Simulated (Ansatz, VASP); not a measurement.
## GaH3 in VASP and in Ansatz

```
CELL_PARAMETERS angstrom
6.75427 0.00000 0.00000
-3.37713 5.84937 0.00000
0.00000 0.00000 3.49831
ATOMIC_POSITIONS crystal
Ga 0.50000 0.00000 0.00000
Ga 0.50000 0.50000 0.00000
Ga 0.00000 0.50000 0.00000
H 0.50000 0.00000 0.50000
H 0.57822 0.78911 0.00000
H 0.42178 0.21089 0.00000
H 0.21089 0.78911 0.00000
H 0.78911 0.21089 0.00000
H 0.50000 0.50000 0.50000
H 0.21089 0.42178 0.00000
H 0.78911 0.57822 0.00000
H 0.00000 0.50000 0.50000
```

Alike in both runs: functional PBE; k mesh 3 × 3 × 6; occupations gaussian, width 0.1 eV; no spin polarisation.

Ansatz relaxed the structure, and its values are those at the end. VASP's run is a single point on that final structure, the one shown.

|  | VASP | Ansatz |
| --- | --- | --- |
| version | VASP 6.6.1 | Ansatz 0.2.0 |
| potentials or method | VASP PAW PBE potentials, release 64 (Ga_d, H), cutoff 520 eV | scalar-relativistic, plane waves, PAW |
| valence electrons in the cell | 48 | 48 |

```tsv
	VASP	Ansatz	Ansatz less VASP
gap on the k mesh at the Fermi level (eV)	none	none	-
pressure (GPa)	0.0	0.0	+0.05
```

A gap of «none» marks a metal or a gap that the smearing closes.
